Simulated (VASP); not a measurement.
Write the native input for VASP 6.6.1 that does the following.

* Task: single point
* Functional: PBEsol
* Potentials or basis: VASP PAW PBE potentials, release 64 (Ti_sv)
* Cutoff: 520 eV
* k mesh: 24 × 24 × 14
* Occupations: gaussian, width 0.15 eV
* Spin: no spin polarisation
* Dipole correction: no
* Further INCAR settings: ALGO = Fast; EDIFF = 1e-07; NBANDS = 19

The structure of Ti lies in POSCAR:

```
Ti
1.0
    3.1243991060      0.0000000000      0.0000000000
   -1.5621995530      2.7058089973      0.0000000000
    0.0000000000      0.0000000000      3.9563956322
Ti
2
Direct
    0.3333333333      0.6666666667      0.2500000000
    0.6666666667      0.3333333333      0.7500000000
```

This cell differs from its parent crystal: ratio of the length along z to the lengths across it x 0.8, volume and fractional coordinates fixed.

The input as run:

INCAR

```
ALGO = Fast ; EDIFF = 1E-7
ENCUT = 520 ; GGA = PS
ISIF = 2 ; ISMEAR = 0
LASPH = True ; LCHARG = False
LREAL = False ; LWAVE = False
NBANDS = 19 ; NELM = 80
PREC = Accurate ; SIGMA = 0.15
```

KPOINTS

```
k-points
0
Gamma
  24 24 14
```

Potentials or basis: VASP PAW PBE potentials, release 64 (Ti_sv).

Launch:

```bash
$ cat potpaw_PBE.64/Ti_sv/POTCAR > POTCAR
$ mpirun -np 1 vasp_std > vasp.out
```

Results of the run:

The pressure is 1.0 GPa. The band gap on the k mesh is zero (bands 12 and 13 overlap by 0.97 eV).

Caveat: the PAW data sets were made with another functional, which shifts forces and pressure a little.

Run time: 21 min on 1 thread of Intel Xeon 8259CL, with other jobs on the host, peak memory 0.36 GiB.
